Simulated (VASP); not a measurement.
# HCl in VASP: notebook

HCl is run at these levels: PBE+D3(BJ); tasks: single point.

All numbers are computed with VASP 6.6.1; they aren't measurements. Logs are shortened: lines on timing, memory, paths and dates and some standing lists are left out, and cuts for length are marked.

**1. The cell of the first run**

The cell holds an amorphous packing of atoms, 24 atoms: a = 8.764 Å, b = 8.764 Å, c = 8.764 Å, α = 90.00°, β = 90.00°, γ = 90.00°.

**2. Single point, PBE+D3(BJ)**

Contents of INCAR:

```
ALGO = Normal
EDIFF = 1E-7
ENCUT = 520
GGA = PE
ISIF = 2
ISMEAR = -1
IVDW = 12
LASPH = True
LCHARG = False
LREAL = Auto
LWAVE = False
NBANDS = 66
NELM = 100
PREC = Accurate
SIGMA = 0.02
```

Contents of KPOINTS:

```
k-points
0
Gamma
  1 1 1
```

Contents of POSCAR:

```
HCl
1.0
    8.7642490000      0.0000000000      0.0000000000
    0.0000000000      8.7642490000      0.0000000000
    0.0000000000      0.0000000000      8.7642490000
Cl H
12 12
Direct
    0.5038484855      0.7086174693      0.1383098735
    0.2314312324      0.5004928592      0.3777636948
    1.0356934024      0.8970590847      0.1830394679
    0.3090397250      0.2139711206      0.9476630144
    0.0132808615      0.5834869884      0.9131263656
    0.6017742430      0.4461842791      0.5498622104
    0.9878114716      0.2525900823      0.6713608104
    0.5581191892      0.0621941696      0.3711743740
    0.5010578892      0.8630421326      0.7179692965
    0.9080165073      0.8157756126      0.5699135776
    0.7412010720      1.0801758306      0.9364982582
    0.8412023936      0.3680934245      0.2088179181
    0.6146965834      0.6212235734      0.1840988552
    0.3199000942      0.5692652523      0.2774165802
    0.9288698040      0.9626209320      0.1021056036
    0.2045805416      0.2096337451      0.8417276990
   -0.0057919322      0.4703186713      0.8167474672
    0.4582048559      0.4598861872      0.5152483405
    0.8923491702      0.1813184788      0.7637617132
    0.5360142486     -0.0600829281      0.2880789251
    0.5281154176      0.9383430070      0.5909707908
    0.9456197063      0.8615554474      0.4333847136
    0.6604682616      0.9865280688      0.8478742207
    0.9253928759      0.4388200113      0.1078906296
```

Potentials or basis: VASP PAW PBE potentials, release 64 (Cl, H).

On the command line:

```sh
> cat potpaw_PBE.64/Cl/POTCAR potpaw_PBE.64/H/POTCAR > POTCAR
> mpirun -np 1 vasp_gam > vasp.out
```

OUTCAR:

```text
EDIFF = 1E-7
   ENCUT = 520
   GGA = PE
   ISIF = 2
   ISMEAR = -1
   IVDW = 12
   LASPH = True
   LREAL = Auto
   NELM = 100
   PREC = Accurate
 IVDW          = 12

 ion  position               nearest neighbor table
   1  0.504  0.709  0.138-  13 1.30
   2  0.231  0.500  0.378-  14 1.32
   3  0.036  0.897  0.183-  15 1.31
   4  0.309  0.214  0.948-  16 1.30
   5  0.013  0.583  0.913-  17 1.31
   6  0.602  0.446  0.550-  18 1.30
[... 16 lines left out ...]
  23  0.660  0.987  0.848-  11 1.33
  24  0.925  0.439  0.108-  12 1.31

  LATTYP: Found a simple cubic cell.
 ALAT       =     8.7642490000

  Lattice vectors:

 A1 = (   8.7642490000,   0.0000000000,   0.0000000000)
 A2 = (   0.0000000000,   8.7642490000,   0.0000000000)
 A3 = (   0.0000000000,   0.0000000000,   8.7642490000)

Analysis of symmetry for initial positions (statically):
=====================================================================
 Subroutine PRICEL returns:
 Original cell was already a primitive cell.

 Routine SETGRP: Setting up the symmetry group for a
 simple cubic supercell.

 Subroutine GETGRP returns: Found  1 space group operations
 (whereof  1 operations were pure point group operations)
 out of a pool of 48 trial point group operations.

The static configuration has the point symmetry C_1 .

Analysis of symmetry for dynamics (positions and initial velocities):
=====================================================================
 Subroutine PRICEL returns:
 Original cell was already a primitive cell.

 Routine SETGRP: Setting up the symmetry group for a
 simple cubic supercell.

 Subroutine GETGRP returns: Found  1 space group operations
 (whereof  1 operations were pure point group operations)
 out of a pool of 48 trial point group operations.

The dynamic configuration has the point symmetry C_1 .

 Subroutine INISYM returns: Found  1 space group operations
 (whereof  1 operations are pure point group operations),
 and found     1 'primitive' translations

----------------------------------------------------------------------------------------

                                     Primitive cell

  volume of cell :     673.2000

  direct lattice vectors                    reciprocal lattice vectors
     8.764249000  0.000000000  0.000000000     0.114099907  0.000000000  0.000000000
     0.000000000  8.764249000  0.000000000     0.000000000  0.114099907  0.000000000
     0.000000000  0.000000000  8.764249000     0.000000000  0.000000000  0.114099907

  length of vectors
     8.764249000  8.764249000  8.764249000     0.114099907  0.114099907  0.114099907

  position of ions in fractional coordinates (direct lattice)
     0.503848486  0.708617469  0.138309873
     0.231431232  0.500492859  0.377763695
     0.035693402  0.897059085  0.183039468
     0.309039725  0.213971121  0.947663014
     0.013280862  0.583486988  0.913126366
     0.601774243  0.446184279  0.549862210
[... 16 lines left out ...]
     0.660468262  0.986528069  0.847874221
     0.925392876  0.438820011  0.107890630

  ion indices of the primitive-cell ions
   primitive index   ion index
                 1           1
                 2           2
                 3           3
                 4           4
                 5           5
                 6           6
[... 16 lines left out ...]
                23          23
                24          24

----------------------------------------------------------------------------------------

 KPOINTS: k-points

Automatic generation of k-mesh.
 Grid dimensions read from file:
 generate k-points for:    1    1    1

 Generating k-lattice:

  Cartesian coordinates                     Fractional coordinates (reciprocal lattice)
     0.114099907  0.000000000  0.000000000     1.000000000  0.000000000  0.000000000
     0.000000000  0.114099907  0.000000000     0.000000000  1.000000000  0.000000000
     0.000000000  0.000000000  0.114099907     0.000000000  0.000000000  1.000000000

  Length of vectors
     0.114099907  0.114099907  0.114099907

  Shift w.r.t. Gamma in fractional coordinates (k-lattice)
     0.000000000  0.000000000  0.000000000

 Subroutine IBZKPT returns following result:
 ===========================================

 Found      1 irreducible k-points:

 Following reciprocal coordinates:
            Coordinates               Weight
  0.000000  0.000000  0.000000      1.000000
   k-points           NKPTS =      1   k-points in BZ     NKDIM =      1   number of bands    NBANDS=     66
   number of dos      NEDOS =    301   number of ions     NIONS =     24
   total plane-waves  NPLWV = 343000
   dimension x,y,z NGX =    70 NGY =   70 NGZ =   70
   dimension x,y,z NGXF=   140 NGYF=  140 NGZF=  140
   ions per type =              12  12
   NGX,Y,Z   is equivalent  to a cutoff of  13.28, 13.28, 13.28 a.u.
   NGXF,Y,Z  is equivalent  to a cutoff of  26.56, 26.56, 26.56 a.u.
 SYSTEM =  unknown system
   PREC   = accura    normal or accurate (medium, high low for compatibility)
   ISTART =      0    job   : 0-new  1-cont  2-samecut
   ICHARG =      2    charge: 1-file 2-atom 10-const
   ISPIN  =      1    spin polarized calculation?
   LNONCOLLINEAR =      F non collinear calculations
   LSORBIT =      F    spin-orbit coupling
   LASPH  =      T    aspherical Exc in radial PAW
   ENCUT  =  520.0 eV  38.22 Ry    6.18 a.u.  16.30 16.30 16.30*2*pi/ulx,y,z
   NELM   =    100;   NELMIN=  2; NELMDL= -5     # of ELM steps
   EDIFF  = 0.1E-06   stopping-criterion for ELM
   LREAL  =      T    real-space projection
   EDIFFG = 0.1E-05   stopping-criterion for IOM
   NSW    =      0    number of steps for IOM
   IBRION =     -1    ionic relax: 0-MD 1-quasi-New 2-CG
   NFREE  =      0    steps in history (QN), initial steepest desc. (CG)
   ISIF   =      2    stress and relaxation
   ISYM   =      2    0-nonsym 1-usesym 2-fastsym
   POTIM  = 0.5000    time-step for ionic-motion
   TEBEG  =    0.0;   TEEND  =   0.0 temperature during run
   PSTRESS=    0.0 pullay stress
   NELECT =      96.0000    total number of electrons
   NUPDOWN=      -1.0000    fix difference up-down
   EMIN   =  10.00;   EMAX   =-10.00  energy-range for DOS
   EFERMI =   0.00;   METHOD = LEGACY
   ISMEAR =    -1;   SIGMA  =   0.02  broadening in eV -4-tet -1-fermi 0-gaus
   EFERMI_NEDOS =   21; number of points for ismear=-14 and -15
   IALGO  =     38    algorithm
   IMIX   =      4    mixing-type and parameters
     AMIX     =   0.40;   BMIX     =  1.00
     AMIX_MAG =   1.60;   BMIX_MAG =  1.00
  volume/ion in A,a.u.               =      28.05       189.29
  Fermi-wavevector in a.u.,A,eV,Ry     =   0.855297  1.616278  9.953122  0.731534
  Thomas-Fermi vector in A             =   1.972025
   LORBIT       =      0    0 simple, 1 ext, 2 COOP (PROOUT), +10 PAW based schemes
   GGA     = PE    functional components
   LHFCALC =     F    Hartree Fock is set to
   AEXX    =    0.0000 exact exchange contribution
   IVDW    =    12    specifies the selected vdW correction
   LEPSILON=     F    determine dielectric tensor
   LRPA    =     F    only Hartree local field effects (RPA)
 non-spin polarized calculation
  energy-cutoff  :      520.00
  volume of cell :      673.20
 maximum number of plane-waves:      9019
 NGX is ok and might be reduce to    70
   NGX = 33   NGY = 33   NGZ = 33

 number of electron      96.0000001 magnetization

 Free energy of the ion-electron system (eV)
  ---------------------------------------------------
  ext. energy  EPLUGINS =         0.00000000
  ---------------------------------------------------
  free energy    TOTEN  =       -74.53729382 eV

  energy without entropy =      -74.53729382  energy(sigma->0) =      -74.53729382

 E-fermi :  -3.4554     XC(G=0):  -5.7670

 val. band max:       -3.9749354237   @ k =   0.0000   0.0000   0.0000
 cond. band min:       1.3981818359   @ k =   0.0000   0.0000   0.0000
 fundamental gap:      5.3731172596
 Fermi energy:        -3.4554238226

 k-point     1 :       0.0000    0.0000    0.0000
  band No.  band energies     occupation
      1     -18.5557      2.00000
      2     -18.2209      2.00000
      3     -18.0349      2.00000
      4     -17.9265      2.00000
      5     -17.8251      2.00000
      6     -17.7198      2.00000
[... 52 lines left out ...]
     59       3.5563      0.00000
     60       3.7937      0.00000
 [bands above 60 left out]

------------------------ aborting loop because EDIFF is reached ----------------------------------------

 Edisp (eV)   -1.29998

 E8    (eV) :    -0.3788

  FORCE on cell =-STRESS in cart. coord.  units (eV):
  Direction    XX          YY          ZZ          XY          YZ          ZX
  --------------------------------------------------------------------------------------
  -------------------------------------------------------------------------------------
  Total      -2.15902    -2.36093    -2.51012     0.12011     0.27368    -0.39413
  in kB      -5.13835    -5.61888    -5.97395     0.28586     0.65134    -0.93802
  external pressure =       -5.58 kB  Pullay stress =        0.00 kB

 VOLUME and BASIS-vectors are now :
 -----------------------------------------------------------------------------
  energy-cutoff  :      520.00
  volume of cell :      673.20
      direct lattice vectors                 reciprocal lattice vectors
     8.764249000  0.000000000  0.000000000     0.114099907  0.000000000  0.000000000
     0.000000000  8.764249000  0.000000000     0.000000000  0.114099907  0.000000000
     0.000000000  0.000000000  8.764249000     0.000000000  0.000000000  0.114099907

 POSITION                                       TOTAL-FORCE (eV/Angst)
 -----------------------------------------------------------------------------------
      4.41585      6.21050      1.21218         0.126754     -0.098104      0.030489
      2.02832      4.38644      3.31082         0.284042      0.260320     -0.351479
      0.31283      7.86205      1.60420        -0.168969      0.113387     -0.152683
      2.70850      1.87530      8.30555        -0.190015     -0.005101     -0.183084
      0.11640      5.11383      8.00287        -0.024047     -0.172747     -0.145767
      5.27410      3.91047      4.81913        -0.021081     -0.013497      0.007641
[... 16 lines left out ...]
      5.78851      8.64618      7.43098         0.063523      0.088859      0.064932
      8.11037      3.84593      0.94558        -0.066722     -0.018273      0.057369
 -----------------------------------------------------------------------------------
    total drift:                                0.000948     -0.000391     -0.002332

  FREE ENERGIE OF THE ION-ELECTRON SYSTEM (eV)
  ---------------------------------------------------
  free  energy   TOTEN  =       -75.8372703175 eV

  energy  without entropy=      -75.8372703175  energy(sigma->0) =      -75.83727032
```

Wall time 72 s (1 thread of Intel Xeon Platinum 8488C (Sapphire Rapids), shared host); peak memory 0.6 GiB.

What came out:

| Property | Result |
| --- | --- |
| Free energy | -75.8373 eV |
| Pressure | -0.6 GPa |
| Largest force | 0.524 eV/Å |
| Band gap on the k mesh | 5.37 eV |
| Dispersion energy per atom | -0.054 eV |

Forces on the atoms (eV/Å):
```
Cl   0.127 -0.098  0.030
Cl   0.284  0.260 -0.351
Cl  -0.169  0.113 -0.153
Cl  -0.190 -0.005 -0.183
Cl  -0.024 -0.173 -0.146
Cl  -0.021 -0.013  0.008
Cl  -0.118 -0.076  0.121
Cl  -0.058 -0.263 -0.193
Cl   0.012  0.040 -0.080
Cl   0.042  0.058 -0.191
Cl  -0.059 -0.079 -0.050
Cl  -0.004  0.118 -0.062
H   -0.054  0.022 -0.009
H   -0.299 -0.248  0.353
H    0.165 -0.116  0.130
H    0.191  0.012  0.191
H    0.048  0.178  0.128
H    0.016 -0.006 -0.003
H    0.113  0.076 -0.121
H    0.073  0.245  0.194
H   -0.011 -0.058  0.093
H   -0.061 -0.057  0.172
H    0.064  0.089  0.065
H   -0.067 -0.018  0.057
```

Caveat: the k points lie up to 0.72 Å⁻¹ apart.

**3. Single point, PBE+D3(BJ)**

Contents of INCAR:

```
SYSTEM = HCl
PREC = Accurate
ENCUT = 520
EDIFF = 1E-6
ISMEAR = -1
SIGMA = 0.02
LREAL = Auto
LASPH = .TRUE.
NELM = 60
ALGO = Normal
ISIF = 2
LWAVE = .FALSE.
LCHARG = .TRUE.
GGA = PE
IVDW = 12
LELF = .TRUE.
LVHAR = .TRUE.
NBANDS = 66
```

Contents of KPOINTS:

```
regular mesh
0
G
  1 1 1
  0 0 0
```

Contents of POSCAR:

```
HCl
1.0
    8.7642490000      0.0000000000      0.0000000000
    0.0000000000      8.7642490000      0.0000000000
    0.0000000000      0.0000000000      8.7642490000
Cl H
12 12
Direct
    0.5700317278      0.7231195736      0.2008500671
    0.2367344880      0.4642382935      0.3498759563
    0.9707277828      0.8330890644      0.1669852146
    0.3705280395      0.1832558614      0.9765468781
    0.0453775332      0.5704767174      0.9545141860
    0.5941068082      0.4731038564      0.5524717520
    0.9784523466      0.2813475519      0.6837322856
    0.6025616114      0.0375959195      0.4098925076
    0.4953305183      0.8793793969      0.7339590648
    0.8941439249      0.7383519113      0.6318282377
    0.7462704448      1.0684657636      0.9783268367
    0.8076904250      0.4057735010      0.1967424705
    0.6679864983      0.6186154684      0.2240808083
    0.3435662314      0.5230225659      0.2714436799
    0.8483556321      0.7488262828      0.1776877859
    0.3993724961      0.2337336605      0.8380067705
    0.0660524364      0.4491314658      0.8870811407
    0.4632456244      0.4431412207      0.4991300453
    0.8918505168      0.1751775879      0.7354081337
    0.6778447303      0.0521322477      0.2805602625
    0.6070343278      0.8832473838      0.6295918795
    1.0135608881      0.7691018363      0.5399778121
    0.6325356571      1.0185470541      0.8606784221
    0.9151725379      0.4631657544      0.1228627804
```

Potentials or basis: VASP PAW PBE potentials, release 64 (Cl, H).

On the command line:

```sh
> cat potpaw_PBE.64/Cl/POTCAR potpaw_PBE.64/H/POTCAR > POTCAR
> mpirun -np 1 vasp_gam > vasp.out
```

Wall time 69 s (1 thread of Intel Xeon Platinum 8488C (Sapphire Rapids), shared host); peak memory 0.65 GiB.

It converged, with:

```yaml
Free_energy: -74.4256 eV
Pressure: 0.2 GPa
Largest_force: 2.767 eV/Å
Band_gap_on_the_k_mesh: 4.83 eV
Dispersion_energy_per_atom: -0.057 eV
```

Forces in eV/Å, atoms in the order of the input:
```
Cl  -0.757  0.540 -0.256
Cl  -0.480 -0.308  0.374
Cl  -0.135 -0.088  0.440
Cl  -0.093  0.434 -0.735
Cl   0.137  1.803  0.905
Cl   0.798  0.091  0.442
Cl   0.197  0.115 -0.290
Cl   0.318  0.431 -0.603
Cl   0.844  0.128 -0.530
Cl   1.182  0.365 -1.003
Cl  -1.641 -0.636 -2.135
Cl  -1.461 -0.834  1.284
H    0.467 -0.943  0.136
H    0.466  0.367 -0.431
H    0.348  0.444 -0.055
H   -0.146 -0.262  0.781
H    0.232 -1.957 -1.146
H   -0.840 -0.163 -0.312
H   -0.146 -0.186  0.296
H   -0.289 -0.126  0.503
H   -0.738 -0.154  0.571
H   -1.235 -0.273  0.830
H    1.618  0.514  1.965
H    1.354  0.698 -1.031
```

Stress tensor (GPa, compression positive):
```
 0.03 -0.37 -0.21
-0.37  1.09  0.16
-0.21  0.16 -0.44
```

Levels at points of the mesh, in eV from the valence-band top:
| k point | band 44 | band 45 | band 46 | band 47 | band 48 | band 49 | band 50 | band 51 | band 52 | band 53 |
| --- | --- | --- | --- | --- | --- | --- | --- | --- | --- | --- |
| (0.00, 0.00, 0.00) | -0.59 | -0.55 | -0.48 | -0.44 | 0.00 | 4.83 | 5.74 | 5.93 | 6.02 | 6.12 |

Caveat: the k points lie up to 0.72 Å⁻¹ apart.

(Part 1 of 2 ends here.)
